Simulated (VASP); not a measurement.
# In2S (Fm-3m) in VASP: notebook

Runs on In2S. Level: PBE. Tasks: single point.

All numbers are computed with VASP 6.6.1; they aren't measurements. Logs are shortened: lines on timing, memory, paths and dates and some standing lists are left out, and cuts for length are marked.

## 1. The cell of the first run

Symmetry: Fm-3m, No. 225, cubic system. The conventional cell has a = 6.239 Å, b = 6.239 Å, c = 6.239 Å, α = 90.00°, β = 90.00°, γ = 90.00°. Within 3.6 Å of S (site symmetry m-3m) lie 8 In at 2.70 Å. Within 3.6 Å of In (site symmetry -43m) lie 4 S at 2.70 Å and 6 In at 3.12 Å.

## 2. Single point, PBE

Contents of INCAR:

```
  PREC = Accurate
  ENCUT = 500
  EDIFF = 1E-6
  ISMEAR = 0
  SIGMA = 0.05
  LREAL = False
  LASPH = True
  NELM = 120
  ALGO = Normal
  ISIF = 2
  LWAVE = False
  LCHARG = False
  GGA = PE
  NBANDS = 23
  GGA_COMPAT = False
```

Contents of KPOINTS:

```
regular mesh
0
Gamma
  6 6 6
```

Contents of POSCAR:

```
In2S
1.0
    0.0000000000      3.1196095282      3.1196095282
    3.1196095282      0.0000000000      3.1196095282
    3.1196095282      3.1196095282      0.0000000000
S In
1 2
Direct
    0.0000000000      0.0000000000      0.0000000000
    0.2500000000      0.2500000000      0.2500000000
    0.7500000000      0.7500000000      0.7500000000
```

Potentials or basis: VASP PAW PBE potentials, release 64 (S, In_d).

Command:

```console
> cat potpaw_PBE.64/S/POTCAR potpaw_PBE.64/In_d/POTCAR > POTCAR
> mpirun -np 1 vasp_std > vasp.out
```

OUTCAR:

```text
PREC = Accurate
   ENCUT = 500
   EDIFF = 1E-6
   ISMEAR = 0
   LREAL = False
   LASPH = True
   NELM = 120
   ISIF = 2
   GGA = PE

 ion  position               nearest neighbor table
   1  0.000  0.000  0.000-   3 2.70   3 2.70   3 2.70   2 2.70   3 2.70   2 2.70   2 2.70   2 2.70

   2  0.250  0.250  0.250-   1 2.70   1 2.70   1 2.70   1 2.70   3 3.12   3 3.12   3 3.12   3 3.12
                             3 3.12   3 3.12
   3  0.750  0.750  0.750-   1 2.70   1 2.70   1 2.70   1 2.70   2 3.12   2 3.12   2 3.12   2 3.12
                             2 3.12   2 3.12

  LATTYP: Found a face centered cubic cell.
 ALAT       =     6.2392190564

  Lattice vectors:

 A1 = (   0.0000000000,   3.1196095282,   3.1196095282)
 A2 = (   3.1196095282,   0.0000000000,   3.1196095282)
 A3 = (   3.1196095282,   3.1196095282,   0.0000000000)

Analysis of symmetry for initial positions (statically):
=====================================================================
 Subroutine PRICEL returns:
 Original cell was already a primitive cell.

 Routine SETGRP: Setting up the symmetry group for a
 face centered cubic supercell.

 Subroutine GETGRP returns: Found 48 space group operations
 (whereof 48 operations were pure point group operations)
 out of a pool of 48 trial point group operations.

The static configuration has the point symmetry O_h .

Analysis of symmetry for dynamics (positions and initial velocities):
=====================================================================
 Subroutine PRICEL returns:
 Original cell was already a primitive cell.

 Routine SETGRP: Setting up the symmetry group for a
 face centered cubic supercell.

 Subroutine GETGRP returns: Found 48 space group operations
 (whereof 48 operations were pure point group operations)
 out of a pool of 48 trial point group operations.

The dynamic configuration has the point symmetry O_h .

 Subroutine INISYM returns: Found 48 space group operations
 (whereof 48 operations are pure point group operations),
 and found     1 'primitive' translations

----------------------------------------------------------------------------------------

                                     Primitive cell

  volume of cell :      60.7199

  direct lattice vectors                    reciprocal lattice vectors
     0.000000000  3.119609528  3.119609528    -0.160276469  0.160276469  0.160276469
     3.119609528  0.000000000  3.119609528     0.160276469 -0.160276469  0.160276469
     3.119609528  3.119609528  0.000000000     0.160276469  0.160276469 -0.160276469

  length of vectors
     4.411794104  4.411794104  4.411794104     0.277606988  0.277606988  0.277606988

  position of ions in fractional coordinates (direct lattice)
     0.000000000  0.000000000  0.000000000
     0.250000000  0.250000000  0.250000000
     0.750000000  0.750000000  0.750000000

  ion indices of the primitive-cell ions
   primitive index   ion index
                 1           1
                 2           2
                 3           3

----------------------------------------------------------------------------------------

 KPOINTS: regular mesh

Automatic generation of k-mesh.
 Grid dimensions read from file:
 generate k-points for:    6    6    6

 Generating k-lattice:

  Cartesian coordinates                     Fractional coordinates (reciprocal lattice)
    -0.026712745  0.026712745  0.026712745     0.166666667  0.000000000  0.000000000
     0.026712745 -0.026712745  0.026712745     0.000000000  0.166666667  0.000000000
     0.026712745  0.026712745 -0.026712745     0.000000000  0.000000000  0.166666667

  Length of vectors
     0.046267831  0.046267831  0.046267831

  Shift w.r.t. Gamma in fractional coordinates (k-lattice)
     0.000000000  0.000000000  0.000000000

 Subroutine IBZKPT returns following result:
 ===========================================

 Found     16 irreducible k-points:

 Following reciprocal coordinates:
            Coordinates               Weight
  0.000000  0.000000  0.000000      1.000000
  0.166667  0.000000  0.000000      8.000000
  0.333333  0.000000  0.000000      8.000000
  0.500000  0.000000  0.000000      4.000000
  0.166667  0.166667  0.000000      6.000000
  0.333333  0.166667  0.000000     24.000000
[... 8 lines left out ...]
 -0.333333  0.333333  0.166667     24.000000
 -0.333333  0.500000  0.166667     12.000000
   k-points           NKPTS =     16   k-points in BZ     NKDIM =     16   number of bands    NBANDS=     23
   number of dos      NEDOS =    301   number of ions     NIONS =      3
   total plane-waves  NPLWV =  32768
   dimension x,y,z NGX =    32 NGY =   32 NGZ =   32
   dimension x,y,z NGXF=    64 NGYF=   64 NGZF=   64
   ions per type =               1   2
   NGX,Y,Z   is equivalent  to a cutoff of  12.06, 12.06, 12.06 a.u.
   NGXF,Y,Z  is equivalent  to a cutoff of  24.12, 24.12, 24.12 a.u.
 SYSTEM =  unknown system
   PREC   = accura    normal or accurate (medium, high low for compatibility)
   ISTART =      0    job   : 0-new  1-cont  2-samecut
   ICHARG =      2    charge: 1-file 2-atom 10-const
   ISPIN  =      1    spin polarized calculation?
   LNONCOLLINEAR =      F non collinear calculations
   LSORBIT =      F    spin-orbit coupling
   LASPH  =      T    aspherical Exc in radial PAW
   ENCUT  =  500.0 eV  36.75 Ry    6.06 a.u.   8.04  8.04  8.04*2*pi/ulx,y,z
   NELM   =    120;   NELMIN=  2; NELMDL= -5     # of ELM steps
   EDIFF  = 0.1E-05   stopping-criterion for ELM
   LREAL  =      F    real-space projection
[... 7 lines left out ...]
   TEBEG  =    0.0;   TEEND  =   0.0 temperature during run
   PSTRESS=    0.0 pullay stress
   NELECT =      32.0000    total number of electrons
   NUPDOWN=      -1.0000    fix difference up-down
   EMIN   =  10.00;   EMAX   =-10.00  energy-range for DOS
   EFERMI =   0.00;   METHOD = LEGACY
   ISMEAR =     0;   SIGMA  =   0.05  broadening in eV -4-tet -1-fermi 0-gaus
   EFERMI_NEDOS =   21; number of points for ismear=-14 and -15
   IALGO  =     38    algorithm
   IMIX   =      4    mixing-type and parameters
     AMIX     =   0.40;   BMIX     =  1.00
     AMIX_MAG =   1.60;   BMIX_MAG =  1.00
  volume/ion in A,a.u.               =      20.24       136.59
  Fermi-wavevector in a.u.,A,eV,Ry     =   1.322355  2.498888 23.791441  1.748622
  Thomas-Fermi vector in A             =   2.452042
   LORBIT       =      0    0 simple, 1 ext, 2 COOP (PROOUT), +10 PAW based schemes
   GGA     = PE    functional components
   LHFCALC =     F    Hartree Fock is set to
   AEXX    =    0.0000 exact exchange contribution
   IVDW    =     0    specifies the selected vdW correction
   LEPSILON=     F    determine dielectric tensor
   LRPA    =     F    only Hartree local field effects (RPA)
 non-spin polarized calculation
 Gauss-broadening in eV      SIGMA  =   0.05
  energy-cutoff  :      500.00
  volume of cell :       60.72
 maximum number of plane-waves:      1572
   NGX = 17   NGY = 17   NGZ = 17

 number of electron      32.0000019 magnetization

 Free energy of the ion-electron system (eV)
  ---------------------------------------------------
  ext. energy  EPLUGINS =         0.00000000
  ---------------------------------------------------
  free energy    TOTEN  =        -7.65153066 eV

  energy without entropy =       -7.64559685  energy(sigma->0) =       -7.64856376

 E-fermi :   9.7129     XC(G=0): -10.8435

 val. band max:        9.7026458901   @ k =   0.5000   0.3333   0.1667
 cond. band min:       9.7251136801   @ k =  -0.3333   0.3333   0.0000
 fundamental gap:      0.0224677900
 Fermi energy:         9.7129363314

 k-point     1 :       0.0000    0.0000    0.0000
  band No.  band energies     occupation
      1      -6.2033      2.00000
      2      -5.9002      2.00000
      3      -5.9002      2.00000
      4      -5.8023      2.00000
      5      -5.8023      2.00000
      6      -5.8023      2.00000
[... 15 lines left out ...]
     22      15.2630      0.00000
     23      15.7640      0.00000

 k-point     2 :       0.1667    0.0000    0.0000
  band No.  band energies     occupation
      1      -6.3352      2.00000
      2      -5.8533      2.00000
      3      -5.8533      2.00000
      4      -5.7580      2.00000
      5      -5.7580      2.00000
      6      -5.4688      2.00000
[... 15 lines left out ...]
     22      14.9470      0.00000
     23      17.8861      0.00000

 k-point     3 :       0.3333    0.0000    0.0000
  band No.  band energies     occupation
      1      -6.4348      2.00000
      2      -5.7209      2.00000
      3      -5.7209      2.00000
      4      -5.6444      2.00000
      5      -5.6444      2.00000
      6      -5.4293      2.00000
[... 15 lines left out ...]
     22      16.7599      0.00000
     23      18.8102      0.00000

 k-point     4 :       0.5000    0.0000    0.0000
  band No.  band energies     occupation
      1      -6.4601      2.00000
      2      -5.5866      2.00000
      3      -5.5866      2.00000
      4      -5.5041      2.00000
      5      -5.5041      2.00000
      6      -5.4707      2.00000
[... 15 lines left out ...]
     22      15.5982      0.00000
     23      16.8224      0.00000

 k-point     5 :       0.1667    0.1667    0.0000
  band No.  band energies     occupation
      1      -6.3796      2.00000
      2      -5.8871      2.00000
      3      -5.7980      2.00000
      4      -5.7206      2.00000
      5      -5.7206      2.00000
      6      -5.3758      2.00000
[... 15 lines left out ...]
     22      16.1822      0.00000
     23      16.1822      0.00000

 k-point     6 :       0.3333    0.1667    0.0000
  band No.  band energies     occupation
      1      -6.4680      2.00000
      2      -5.8290      2.00000
      3      -5.6834      2.00000
      4      -5.6297      2.00000
      5      -5.6210      2.00000
      6      -5.4247      2.00000
[... 15 lines left out ...]
     22      16.9680      0.00000
     23      18.0735      0.00000

 k-point     7 :       0.5000    0.1667    0.0000
  band No.  band energies     occupation
      1      -6.4949      2.00000
      2      -5.6884      2.00000
      3      -5.5961      2.00000
      4      -5.5494      2.00000
      5      -5.5374      2.00000
      6      -5.4981      2.00000
[... 15 lines left out ...]
     22      16.2475      0.00000
     23      17.0602      0.00000

 k-point     8 :      -0.3333    0.1667    0.0000
  band No.  band energies     occupation
      1      -6.4796      2.00000
      2      -5.7339      2.00000
      3      -5.6438      2.00000
      4      -5.5215      2.00000
      5      -5.5177      2.00000
      6      -5.5156      2.00000
[... 15 lines left out ...]
     22      16.9576      0.00000
     23      18.0417      0.00000

 k-point     9 :      -0.1667    0.1667    0.0000
  band No.  band energies     occupation
      1      -6.4217      2.00000
      2      -5.8314      2.00000
      3      -5.7524      2.00000
      4      -5.6952      2.00000
      5      -5.6482      2.00000
      6      -5.4275      2.00000
[... 15 lines left out ...]
     22      16.9422      0.00000
     23      17.5533      0.00000

 k-point    10 :       0.3333    0.3333    0.0000
  band No.  band energies     occupation
      1      -6.5460      2.00000
      2      -5.8609      2.00000
      3      -5.5984      2.00000
      4      -5.5506      2.00000
      5      -5.5506      2.00000
      6      -5.5049      2.00000
[... 15 lines left out ...]
     22      17.5189      0.00000
     23      17.6083      0.00000

 k-point    11 :       0.5000    0.3333    0.0000
  band No.  band energies     occupation
      1      -6.5684      2.00000
      2      -5.8052      2.00000
      3      -5.6274      2.00000
      4      -5.5376      2.00000
      5      -5.5135      2.00000
      6      -5.4923      2.00000
[... 15 lines left out ...]
     22      17.1708      0.00000
     23      17.6487      0.00000

 k-point    12 :      -0.3333    0.3333    0.0000
  band No.  band energies     occupation
      1      -6.5333      2.00000
      2      -5.7080      2.00000
      3      -5.6711      2.00000
      4      -5.5779      2.00000
      5      -5.5744      2.00000
      6      -5.4405      2.00000
[... 15 lines left out ...]
     22      18.0345      0.00000
     23      18.1822      0.00000

 k-point    13 :       0.5000    0.5000    0.0000
  band No.  band energies     occupation
      1      -6.6059      2.00000
      2      -5.8476      2.00000
      3      -5.6501      2.00000
      4      -5.5008      2.00000
      5      -5.5008      2.00000
      6      -5.4992      2.00000
[... 15 lines left out ...]
     22      16.7945      0.00000
     23      16.8549      0.00000

 k-point    14 :       0.5000    0.3333    0.1667
  band No.  band energies     occupation
      1      -6.5198      2.00000
      2      -5.7897      2.00000
      3      -5.6128      2.00000
      4      -5.5432      2.00000
      5      -5.5185      2.00000
      6      -5.4985      2.00000
[... 15 lines left out ...]
     22      16.9870      0.00000
     23      17.7126      0.00000

 k-point    15 :      -0.3333    0.3333    0.1667
  band No.  band energies     occupation
      1      -6.5328      2.00000
      2      -5.6916      2.00000
      3      -5.6913      2.00000
      4      -5.6178      2.00000
      5      -5.4939      2.00000
      6      -5.4882      2.00000
[... 15 lines left out ...]
     22      16.9648      0.00000
     23      18.1441      0.00000

 k-point    16 :      -0.3333    0.5000    0.1667
  band No.  band energies     occupation
      1      -6.5680      2.00000
      2      -5.7735      2.00000
      3      -5.6808      2.00000
      4      -5.6039      2.00000
      5      -5.4883      2.00000
      6      -5.4673      2.00000
[... 15 lines left out ...]
     22      17.0573      0.00000
     23      18.6654      0.00000

------------------------ aborting loop because EDIFF is reached ----------------------------------------

  FORCE on cell =-STRESS in cart. coord.  units (eV):
  Direction    XX          YY          ZZ          XY          YZ          ZX
  --------------------------------------------------------------------------------------
  -------------------------------------------------------------------------------------
  Total        9.3485645      9.3485645      9.3485645      0.0000000      0.0000000     -0.0000000
  in kB      246.6748103    246.6748103    246.6748103      0.0000000      0.0000000     -0.0000000
  external PRESSURE =     246.6748103 kB  Pullay stress =       0.0000000 kB

 VOLUME and BASIS-vectors are now :
 -----------------------------------------------------------------------------
  energy-cutoff  :      500.00
  volume of cell :       60.72
      direct lattice vectors                 reciprocal lattice vectors
     0.000000000  3.119609528  3.119609528    -0.160276469  0.160276469  0.160276469
     3.119609528  0.000000000  3.119609528     0.160276469 -0.160276469  0.160276469
     3.119609528  3.119609528  0.000000000     0.160276469  0.160276469 -0.160276469

 POSITION                                       TOTAL-FORCE (eV/Angst)
 -----------------------------------------------------------------------------------
      0.00000      0.00000      0.00000        -0.000000      0.000000      0.000000
      1.55980      1.55980      1.55980         0.000000     -0.000000      0.000000
      4.67941      4.67941      4.67941         0.000000     -0.000000     -0.000000
 -----------------------------------------------------------------------------------
    total drift:                               -0.000000     -0.000000      0.000000

  FREE ENERGIE OF THE ION-ELECTRON SYSTEM (eV)
  ---------------------------------------------------
  free  energy   TOTEN  =        -7.6515306593 eV

  energy  without entropy=       -7.6455968534  energy(sigma->0) =       -7.64856376
```

It took 16 s on 1 thread of AMD EPYC 7R13 (Zen 3), shared host; peak memory 0.14 GiB.

Results:

```yaml
Free_energy: -7.6515 eV
Pressure: 24.7 GPa
Band_gap_on_the_k_mesh: zero (bands 16 and 17 overlap by 0.97 eV)
```

Caveat: the cell stands under pressure; spin-orbit coupling is left out, which moves the levels of the heavy elements.

## 3. Single point, PBE (31.03 Å³/atom)

This run uses another cell than the first one, of 31.03 Å³/atom.

Contents of INCAR:

```
PREC = Accurate
ENCUT = 500
EDIFF = 1E-6
ISMEAR = 0
SIGMA = 0.02
LREAL = F
LASPH = T
NELM = 120
ALGO = Normal
ISIF = 2
LWAVE = F
LCHARG = F
GGA = PE
NBANDS = 23
GGA_COMPAT = F
```

Contents of KPOINTS:

```
Automatic mesh
0
Gamma
  8 8 8
```

Contents of POSCAR:

```
In2S
1.0
    0.0000000000      3.5973000000      3.5973000000
    3.5973000000      0.0000000000      3.5973000000
    3.5973000000      3.5973000000      0.0000000000
S In
1 2
Direct
    0.0000000000      0.0000000000      0.0000000000
    0.2500000000      0.2500000000      0.2500000000
    0.7500000000      0.7500000000      0.7500000000
```

Potentials or basis: VASP PAW PBE potentials, release 64 (S, In_d).

Command:

```console
> cat potpaw_PBE.64/S/POTCAR potpaw_PBE.64/In_d/POTCAR > POTCAR
> mpirun -np 1 vasp_std > vasp.out
```

It took 53 s on 1 thread of AMD EPYC 7R13 (Zen 3), shared host; peak memory 0.22 GiB.

It converged, with:

| Item | Value |
| --- | --- |
| Free energy | -9.3957 eV |
| Pressure | 0.0 GPa |
| Band gap on the k mesh | zero (bands 16 and 17 overlap by 0.10 eV) |

Levels at points of the mesh, in eV from the Fermi level:
```
           k point  band 13  band 14  band 15  band 16  band 17  band 18  band 19  band 20
(0.00, 0.00, 0.00)    -2.67    -2.67    -2.67    -1.35     0.60     0.60     0.60     4.84
(0.50, 0.00, 0.00)    -4.30    -3.07    -3.07     0.10     1.34     1.34     2.54     3.94
(0.50, 0.50, 0.00)    -3.75    -3.75    -3.53    -1.00     0.32     2.82     2.82     5.37
```

Caveat: spin-orbit coupling is left out, which moves the levels of the heavy elements.

## 4. Single point, PBE (32.37 Å³/atom)

This run uses another cell than the first one, of 32.37 Å³/atom.

Contents of INCAR:

```
  PREC = Accurate
  ENCUT = 500
  EDIFF = 1E-6
  ISMEAR = 0
  SIGMA = 0.02
  LREAL = False
  LASPH = True
  NELM = 120
  ALGO = Normal
  ISIF = 2
  LWAVE = False
  LCHARG = True
  GGA = PE
  LELF = True
  LVHAR = True
  NBANDS = 23
  GGA_COMPAT = False
```

Contents of KPOINTS:

```
regular mesh
0
Gamma
  8 8 8
```

Contents of POSCAR:

```
In2S
1.0
    0.0000000000      3.6483000000      3.6483000000
    3.6483000000      0.0000000000      3.6483000000
    3.6483000000      3.6483000000      0.0000000000
S In
1 2
Direct
    0.0000000000      0.0000000000      0.0000000000
    0.2500000000      0.2500000000      0.2500000000
    0.7500000000      0.7500000000      0.7500000000
```

Command:

```console
> cat potpaw_PBE.64/S/POTCAR potpaw_PBE.64/In_d/POTCAR > POTCAR
> mpirun -np 1 vasp_std > vasp.out
```

Wall time 55 s (1 thread of AMD EPYC 7R13 (Zen 3), shared host); peak memory 0.22 GiB.

Results (log left out):

```yaml
Free_energy: -9.3834 eV
Pressure: -1.0 GPa
Band_gap_on_the_k_mesh: zero (bands 16 and 17 overlap by 0.07 eV)
```

Levels at points of the mesh, in eV from the Fermi level:
```csv
k point,band 12,band 13,band 14,band 15,band 16,band 17,band 18,band 19,band 20,band 21
"(0.00, 0.00, 0.00)",-5.30,-2.46,-2.46,-2.46,-1.46,0.73,0.73,0.73,4.83,4.83
"(0.50, 0.00, 0.00)",-6.00,-4.21,-2.84,-2.84,0.07,1.45,1.45,2.59,3.84,4.12
"(0.50, 0.50, 0.00)",-6.09,-3.49,-3.49,-3.47,-0.83,0.30,2.81,2.81,5.33,5.33
```

Caveat: spin-orbit coupling is left out, which moves the levels of the heavy elements.

(Part 1 of 2 ends here.)

The gap in the log of VASP goes by the Fermi energy; the results here count the filled bands.